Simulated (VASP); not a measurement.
A run of VASP 6.6.1 is set up as follows.

The input INCAR:

```
SYSTEM = Zn
PREC     = Accurate       ! precision mode
ENCUT    = 600            ! plane-wave cutoff, eV
EDIFF    = 1E-6           ! SCF threshold, eV
ISMEAR   = -1             ! smearing method
SIGMA    = 0.05           ! smearing width, eV
LREAL    = .False.        ! projectors in reciprocal space
LASPH    = .True.         ! aspherical terms in the spheres
NELM     = 80             ! most SCF steps
ALGO     = Normal         ! electronic algorithm
ISIF     = 3              ! what is computed and relaxed
LWAVE    = .False.        ! write WAVECAR
LCHARG   = .False.        ! write CHGCAR
GGA      = PE             ! functional
IBRION   = 2              ! ionic algorithm
NSW      = 100            ! ionic steps
EDIFFG   = -0.005         ! ionic threshold
```

The input KPOINTS:

```
regular mesh
0
Gamma
  11 11 11
  0 0 0
```

File POSCAR:

```
Zn
1.0
    0.0000000000      2.9862444574      2.9862444574
    2.9862444574      0.0000000000      2.9862444574
    2.9862444574      2.9862444574      0.0000000000
Zn
2
Direct
    0.0000000000      0.0000000000      0.0000000000
    0.2500000000      0.2500000000      0.2500000000
```

Potentials or basis: VASP PAW PBE potentials, release 64 (Zn).

Launch:

```sh
$ cat potpaw_PBE.64/Zn/POTCAR > POTCAR
$ mpirun -np 1 vasp_std > vasp.out
```

Question: Estimate the band gap on the k mesh.

Answer: Zero (bands 12 and 13 overlap by 5.81 eV).

Question: What does it give for the relaxed volume?

Answer: 24.75 Å³/atom.

Question: Predict the space group after relaxing (to 0.1 Å).

Answer: Fd-3m (No. 227).

Step by step:
```tsv
step	energy change (eV)	largest force (eV/Å)	pressure (GPa)	volume (Å³)
1	0.0000	0.0000	-1.62	53.26
2	-0.0160	0.0000	-0.84	51.22
3	-0.0209	0.0000	-0.15	49.71
4	-0.0210	0.0000	0.07	49.41
5	-0.0210	0.0000	-0.06	49.50
6	-0.0210	0.0000	0.02	49.50
```
